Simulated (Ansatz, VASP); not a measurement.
**Cu2O in VASP and in Ansatz**

File INCAR:

```
SYSTEM = Cu2O
PREC = Accurate
ENCUT = 600
EDIFF = 1E-6
ISMEAR = 0
SIGMA = 0.05
LREAL = .FALSE.
LASPH = .TRUE.
NELM = 200
ALGO = Normal
ISIF = 2
LWAVE = .FALSE.
LCHARG = .TRUE.
MAGMOM = 0 0 0 0 0 0 0 0 0 0 0 0 0 0 0 0 0 0
LORBIT = 11
LSORBIT = .TRUE.
GGA_COMPAT = .FALSE.
LORBMOM = .TRUE.
LMAXMIX = 4
LDAU = .TRUE.
LDAUTYPE = 2
LDAUL = 2 -1
LDAUU = 6 0
LDAUJ = 0 0
LDAUPRINT = 1
GGA = PE
LVHAR = .TRUE.
NBANDS = 72
KPAR = 4
```

Contents of KPOINTS:

```
Automatic mesh
0
G
  8 8 8
  0 0 0
```

The input POSCAR:

```
Cu2O
1.0
    4.2986203550      0.0000000000      0.0000000000
    0.0000000000      4.2986203550      0.0000000000
    0.0000000000      0.0000000000      4.2986203550
Cu O
4 2
Direct
    0.2500000000      0.2500000000      0.2500000000
    0.2500000000      0.7500000000      0.7500000000
    0.7500000000      0.7500000000      0.2500000000
    0.7500000000      0.2500000000      0.7500000000
    0.0000000000      0.0000000000      0.0000000000
    0.5000000000      0.5000000000      0.5000000000
```

Input for Ansatz:

```yaml
crystal:
  lattice:
    - [4.298620355, 0.0, 0.0]
    - [0.0, 4.298620355, 0.0]
    - [0.0, 0.0, 4.298620355]
  atoms:
    - { symbol: Cu, position: [0.25, 0.25, 0.25] }
    - { symbol: Cu, position: [0.25, 0.75, 0.75] }
    - { symbol: Cu, position: [0.75, 0.75, 0.25] }
    - { symbol: Cu, position: [0.75, 0.25, 0.75] }
    - { symbol: O, position: [0.0, 0.0, 0.0] }
    - { symbol: O, position: [0.5, 0.5, 0.5] }
basis:
  ecutwfc: 420
  ecutrho_ratio: 4
kpoints:
  mp_grid: { grid: [8, 8, 8] }
hamiltonian:
  xc: pbe
  hubbard: { sites: [{ species: Cu, l: d, u_eff: 6.0 }], double_counting: fll }
scf:
  occupations: { method: gaussian, width: 0.05 }
output:
  forces: true
  stress: true
  write_density: true
  write_potential: true
  elf: true
  volumetric_format: npy
magnetization:
  noncollinear: true
  spin_orbit: true
accuracy: medium
```

Alike in both runs: task single point; functional PBE; k mesh 8 × 8 × 8; occupations gaussian, width 0.05 eV; non-collinear spin, spin-orbit coupling; Hubbard terms Cu d U = 6.0 eV.

|  | VASP | Ansatz |
| --- | --- | --- |
| version | VASP 6.6.1 | Ansatz 0.2.0 |
| potentials or method | VASP PAW PBE potentials, release 64 (Cu, O), cutoff 600 eV | plane waves, PAW |
| valence electrons in the cell | 56 | 88 |

Ansatz gave:

* pressure (GPa): 3.9

Estimate VASP's values.

pressure (GPa): -1.0.

The programs project onto different local orbitals, so the same U acts differently, and such runs can settle in different states. VASP's potentials hold 56 valence electrons a cell and Ansatz's 88, so a difference there can come from the potentials and not from the codes.
